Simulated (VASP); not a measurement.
# TaN (Cm) in VASP: a series of runs

The runs below take TaN through single point, with PBE.

All numbers are computed with VASP 6.6.1; they aren't measurements. Logs are shortened: lines on timing, memory, paths and dates and some standing lists are left out, and cuts for length are marked.

**1. The cell of the first run**

The structure is monoclinic, space group Cm (No. 8). Conventional cell: a = 5.283 Å, b = 3.050 Å, c = 4.940 Å, α = 90.00°, β = 90.00°, γ = 90.00°. Within 2.2 Å of Ta (site symmetry m) lie 4 N at 1.67 to 1.93 Å. Within 2.5 Å of Ta (site symmetry m) lie 4 N at 1.85 to 1.93 Å. N (site symmetry m) has 4 Ta at 1.85 to 1.93 Å within 2.5 Å. N (site symmetry m) has 4 Ta at 1.67 to 1.93 Å within 2.2 Å.

**2. Single point, PBE (shortest bond scaled by 0.9)**

The input, INCAR:

```
SYSTEM = TaN
PREC = Accurate ; ENCUT = 600
EDIFF = 1E-6 ; ISMEAR = -1
SIGMA = 0.03 ; LREAL = .False.
LASPH = .True. ; NELM = 120
ALGO = Normal ; ISIF = 2
LWAVE = .False. ; LCHARG = .False.
GGA = PE ; NBANDS = 24
GGA_COMPAT = .False.
```

The input, KPOINTS:

```
regular mesh
0
Gamma
  7 7 4
  0 0 0
```

The input, POSCAR:

```
TaN
1.0
    3.0500000000      0.0000000000      0.0000000000
   -1.5250000000      2.6413774815      0.0000000000
    0.0000000000      0.0000000000      4.9400000000
Ta N
2 2
Direct
    0.3000000000      0.6500000000     -0.0057500000
    0.6666666667      0.3333333333      0.5000000000
    0.3333333333      0.6666666667      0.3850000000
    0.7000000000      0.3500000000      0.8907500000
```

Potentials or basis: VASP PAW PBE potentials, release 64 (Ta_pv, N).

Command:

```bash
$ cat potpaw_PBE.64/Ta_pv/POTCAR potpaw_PBE.64/N/POTCAR > POTCAR
$ mpirun -np 1 vasp_std > vasp.out
```

OUTCAR:

```text
SYSTEM = TaN
   PREC = Accurate
   ENCUT = 600
   EDIFF = 1E-6
   ISMEAR = -1
   LREAL = .False.
   LASPH = .True.
   NELM = 120
   ISIF = 2
   GGA = PE

 ion  position               nearest neighbor table
   1  0.300  0.650  0.994-   4 1.67   4 1.92   4 1.92   3 1.93   2 2.96   2 3.01   2 3.04   2 3.04
                             2 3.08   2 3.08
   2  0.667  0.333  0.500-   3 1.85   3 1.85   3 1.85   4 1.93   1 2.96   1 3.01   1 3.04   1 3.04
                             1 3.08   1 3.08
   3  0.333  0.667  0.385-   2 1.85   2 1.85   2 1.85   1 1.93
   4  0.700  0.350  0.891-   1 1.67   1 1.92   1 1.92   2 1.93

  LATTYP: Found a hexagonal cell.
 ALAT       =     3.0500000000
 C/A-ratio  =     1.6196721311

  Lattice vectors:

 A1 = (   3.0500000000,   0.0000000000,   0.0000000000)
 A2 = (  -1.5250000000,   2.6413774815,   0.0000000000)
 A3 = (   0.0000000000,   0.0000000000,   4.9400000000)

Analysis of symmetry for initial positions (statically):
=====================================================================
 Subroutine PRICEL returns:
 Original cell was already a primitive cell.

 Routine SETGRP: Setting up the symmetry group for a
 hexagonal supercell.

 Subroutine GETGRP returns: Found  2 space group operations
 (whereof  2 operations were pure point group operations)
 out of a pool of 24 trial point group operations.

The static configuration has the point symmetry C_1h.

Analysis of symmetry for dynamics (positions and initial velocities):
=====================================================================
 Subroutine PRICEL returns:
 Original cell was already a primitive cell.

 Routine SETGRP: Setting up the symmetry group for a
 hexagonal supercell.

 Subroutine GETGRP returns: Found  2 space group operations
 (whereof  2 operations were pure point group operations)
 out of a pool of 24 trial point group operations.

The dynamic configuration has the point symmetry C_1h.

 Subroutine INISYM returns: Found  2 space group operations
 (whereof  2 operations are pure point group operations),
 and found     1 'primitive' translations

----------------------------------------------------------------------------------------

                                     Primitive cell

  volume of cell :      39.7976
[... 82 lines left out ...]
   NGXF,Y,Z  is equivalent  to a cutoff of  26.16, 26.16, 26.92 a.u.
 SYSTEM =  TaN
   PREC   = accura    normal or accurate (medium, high low for compatibility)
   ISTART =      0    job   : 0-new  1-cont  2-samecut
   ICHARG =      2    charge: 1-file 2-atom 10-const
   ISPIN  =      1    spin polarized calculation?
   LNONCOLLINEAR =      F non collinear calculations
   LSORBIT =      F    spin-orbit coupling
   LASPH  =      T    aspherical Exc in radial PAW
   ENCUT  =  600.0 eV  44.10 Ry    6.64 a.u.   6.09  6.09  9.87*2*pi/ulx,y,z
   NELM   =    120;   NELMIN=  2; NELMDL= -5     # of ELM steps
   EDIFF  = 0.1E-05   stopping-criterion for ELM
   LREAL  =      F    real-space projection
   EDIFFG = 0.1E-04   stopping-criterion for IOM
   NSW    =      0    number of steps for IOM
   IBRION =     -1    ionic relax: 0-MD 1-quasi-New 2-CG
   NFREE  =      0    steps in history (QN), initial steepest desc. (CG)
   ISIF   =      2    stress and relaxation
   ISYM   =      2    0-nonsym 1-usesym 2-fastsym
   POTIM  = 0.5000    time-step for ionic-motion
   TEBEG  =    0.0;   TEEND  =   0.0 temperature during run
   PSTRESS=    0.0 pullay stress
   NELECT =      32.0000    total number of electrons
   NUPDOWN=      -1.0000    fix difference up-down
   EMIN   =  10.00;   EMAX   =-10.00  energy-range for DOS
   EFERMI =   0.00;   METHOD = LEGACY
   ISMEAR =    -1;   SIGMA  =   0.03  broadening in eV -4-tet -1-fermi 0-gaus
   EFERMI_NEDOS =   21; number of points for ismear=-14 and -15
   IALGO  =     38    algorithm
   IMIX   =      4    mixing-type and parameters
     AMIX     =   0.40;   BMIX     =  1.00
     AMIX_MAG =   1.60;   BMIX_MAG =  1.00
  volume/ion in A,a.u.               =       9.95        67.14
  Fermi-wavevector in a.u.,A,eV,Ry     =   1.522319  2.876766 31.530901  2.317456
  Thomas-Fermi vector in A             =   2.630915
   LORBIT       =      0    0 simple, 1 ext, 2 COOP (PROOUT), +10 PAW based schemes
   GGA     = PE    functional components
   LHFCALC =     F    Hartree Fock is set to
   AEXX    =    0.0000 exact exchange contribution
   IVDW    =     0    specifies the selected vdW correction
   LEPSILON=     F    determine dielectric tensor
   LRPA    =     F    only Hartree local field effects (RPA)
 non-spin polarized calculation
  energy-cutoff  :      600.00
  volume of cell :       39.80
 maximum number of plane-waves:      1348
   NGX = 13   NGY = 13   NGZ = 19

 number of electron      32.0000000 magnetization

 Free energy of the ion-electron system (eV)
  ---------------------------------------------------
  ext. energy  EPLUGINS =         0.00000000
  ---------------------------------------------------
  free energy    TOTEN  =       -36.81214575 eV

  energy without entropy =      -36.80690059  energy(sigma->0) =      -36.80952317

 E-fermi :   9.7864     XC(G=0): -13.5353

 val. band max:        9.7686976337   @ k =  -0.1429   0.4286   0.5000
 cond. band min:       9.7889071041   @ k =   0.1429   0.0000   0.5000
 fundamental gap:      0.0202094704
 Fermi energy:         9.7863767503

 k-point     1 :       0.0000    0.0000    0.0000
  band No.  band energies     occupation
      1     -26.3368      2.00000
      2     -25.5411      2.00000
      3     -25.1610      2.00000
      4     -25.1273      2.00000
      5     -24.9197      2.00000
      6     -24.8785      2.00000
[... 637 lines left out ...]
     23      16.9575      0.00000
     24      17.7808      0.00000

 [... further k-points ...]
[... 5 lines left out ...]
  --------------------------------------------------------------------------------------
  -------------------------------------------------------------------------------------
  Total       45.0958855     36.5512660     28.2490483      7.3998576      2.4666862      4.2724247
  in kB     1815.4748740   1471.4846865   1137.2531382    297.9042409     99.3041116    171.9997199
  external PRESSURE =    1474.7375663 kB  Pullay stress =       0.0000000 kB

 VOLUME and BASIS-vectors are now :
 -----------------------------------------------------------------------------
  energy-cutoff  :      600.00
  volume of cell :       39.80
      direct lattice vectors                 reciprocal lattice vectors
     3.050000000  0.000000000  0.000000000     0.327868852  0.189295170  0.000000000
    -1.525000000  2.641377482  0.000000000     0.000000000  0.378590340  0.000000000
     0.000000000  0.000000000  4.940000000     0.000000000  0.000000000  0.202429150

 POSITION                                       TOTAL-FORCE (eV/Angst)
 -----------------------------------------------------------------------------------
     -0.07625      1.71690      4.91160         8.213254      4.741925      3.961012
      1.52500      0.88046      2.47000        -0.657672     -0.379707      2.698493
     -0.00000      1.76092      1.90190         0.316549      0.182760     -2.564005
      1.60125      0.92448      4.40030        -7.872132     -4.544977     -4.095500
 -----------------------------------------------------------------------------------
    total drift:                                0.000183      0.000106      0.001436

  FREE ENERGIE OF THE ION-ELECTRON SYSTEM (eV)
  ---------------------------------------------------
  free  energy   TOTEN  =       -36.8121457535 eV

  energy  without entropy=      -36.8069005930  energy(sigma->0) =      -36.80952317
```

stdout:

```text
POSCAR found type information on POSCAR TaN
 POSCAR found :  2 types and       4 ions
 scaLAPACK will be used
 LDA part: xc-table for (Slater+PW92), standard interpolation
 POSCAR, INCAR and KPOINTS ok, starting setup
 FFT: planning ... GRIDC
 FFT: planning ... GRID_SOFT
 FFT: planning ... GRID
 WAVECAR not read
 entering main loop
```

It took 54 s on 1 thread of AMD EPYC 7R43 (Zen 3), shared host; peak memory 0.17 GiB.

What came out:

```
Free energy            : -36.8121 eV
Pressure               : 147.5 GPa
Largest force          : 10.278 eV/Å
Band gap on the k mesh : zero (bands 16 and 17 overlap by 2.42 eV)
```

Forces in eV/Å, atoms in the order of the input:
```
Ta   8.213  4.742  3.961
Ta  -0.658 -0.380  2.698
N    0.317  0.183 -2.564
N   -7.872 -4.545 -4.096
```

Stress tensor (GPa, compression positive):
```
181.55  29.79  17.20
 29.79 147.15   9.93
 17.20   9.93 113.73
```

Caveat: the cell differs from its parent crystal (shortest bond scaled by 0.9); the cell stands under pressure; spin-orbit coupling is left out, which moves the levels of the heavy elements; forces of over 1 eV/Å act on the atoms, so gaps and moduli don't describe the material at rest.

**3. Single point, PBE (shortest bond scaled by 0.85)**

The input, INCAR:

```
SYSTEM = TaN
  ALGO = Normal
  EDIFF = 1E-6
  ENCUT = 600
  GGA = PE
  GGA_COMPAT = .False.
  ISIF = 2
  ISMEAR = -1
  LASPH = .True.
  LCHARG = .True.
  LELF = .True.
  LREAL = .False.
  LVHAR = .True.
  LWAVE = .False.
  NBANDS = 24
  NELM = 120
  PREC = Accurate
  SIGMA = 0.03
```

The input, KPOINTS:

```
k-points
0
Gamma
  7 7 4
  0 0 0
```

The input, POSCAR:

```
TaN
1.0
    3.0500000000      0.0000000000      0.0000000000
   -1.5250000000      2.6413774815      0.0000000000
    0.0000000000      0.0000000000      4.9400000000
Ta N
2 2
Direct
    0.2833333333      0.6416666667     -0.0086250000
    0.6666666667      0.3333333333      0.5000000000
    0.3333333333      0.6666666667      0.3850000000
    0.7166666667      0.3583333333      0.8936250000
```

Potentials or basis: VASP PAW PBE potentials, release 64 (Ta_pv, N).

Command:

```bash
$ cat potpaw_PBE.64/Ta_pv/POTCAR potpaw_PBE.64/N/POTCAR > POTCAR
$ mpirun -np 1 vasp_std > vasp.out
```

Run time: 60 s. Hardware: 1 thread of AMD EPYC 7R43 (Zen 3), shared host; peak memory 0.17 GiB.

The run converged. Its results:

* Free energy: -35.5224 eV
* Pressure: 158.7 GPa
* Largest force: 18.744 eV/Å
* Band gap on the k mesh: zero (bands 16 and 17 overlap by 2.19 eV)

Forces on the atoms (eV/Å):
```
Ta   15.340   8.856   6.131
Ta   -0.966  -0.558   2.918
N     0.426   0.246  -2.710
N   -14.800  -8.545  -6.339
```

Stress tensor (GPa, compression positive):
```
211.50  52.30  30.03
 52.30 151.11  17.34
 30.03  17.34 113.38
```

Levels at points of the mesh, in eV from the Fermi level:
| k point | band 12 | band 13 | band 14 | band 15 | band 16 | band 17 | band 18 | band 19 | band 20 | band 21 |
| --- | --- | --- | --- | --- | --- | --- | --- | --- | --- | --- |
| (0.00, 0.00, 0.00) | -8.21 | -7.67 | -7.52 | -1.13 | -0.48 | -0.26 | 2.29 | 2.65 | 2.85 | 4.36 |
| (0.00, 0.00, 0.50) | -8.44 | -8.30 | -7.98 | 0.25 | 0.96 | 1.14 | 1.66 | 2.13 | 2.38 | 6.36 |

Caveat: the cell differs from its parent crystal (shortest bond scaled by 0.85); the cell stands under pressure; spin-orbit coupling is left out, which moves the levels of the heavy elements; forces of over 1 eV/Å act on the atoms, so gaps and moduli don't describe the material at rest.

[end of part 1 of 2]
